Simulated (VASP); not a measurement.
# SiTe: single point with PBE

The system is SiTe.

```
Si Te
1.0
     3.79291    0.00000    0.00000
     0.00000    3.79291    0.00000
     0.00000    0.00000    3.79291
Si Te
1 1
Direct
  0.00000 0.00000 0.00000
  0.50000 0.50000 0.50000
```

This cell differs from its parent crystal: volume scaled by 1.02.

| Item | Value |
| --- | --- |
| Program | VASP 6.6.1 |
| Task | single point |
| Functional | PBE |
| Potentials or basis | VASP PAW PBE potentials, release 64 (Si, Te) |
| Cutoff | 520 eV |
| k mesh | 7 × 7 × 7 |
| Occupations | fermi-dirac, width 0.05 eV |
| Spin | no spin polarisation |

```
Pressure               : -7.6 GPa
Band gap on the k mesh : zero (band 5 reaches 6.47 eV, above the bottom of band 6 at 4.84 eV)
```

Levels at points of the mesh, in eV from the Fermi level:
```tsv
k point	band 1	band 2	band 3	band 4	band 5	band 6	band 7	band 8	band 9	band 10
(0.00, 0.00, 0.00)	-12.39	-5.27	-1.61	-1.61	-1.61	3.49	3.49	4.60	4.60	4.60
```

Wall time 10 s on 1 thread of Intel(R) Xeon(R) 6975P-C (Granite Rapids), on a shared host, peak memory 0.16 GiB.

Caveat: spin-orbit coupling is left out, which moves the levels of the heavy elements.
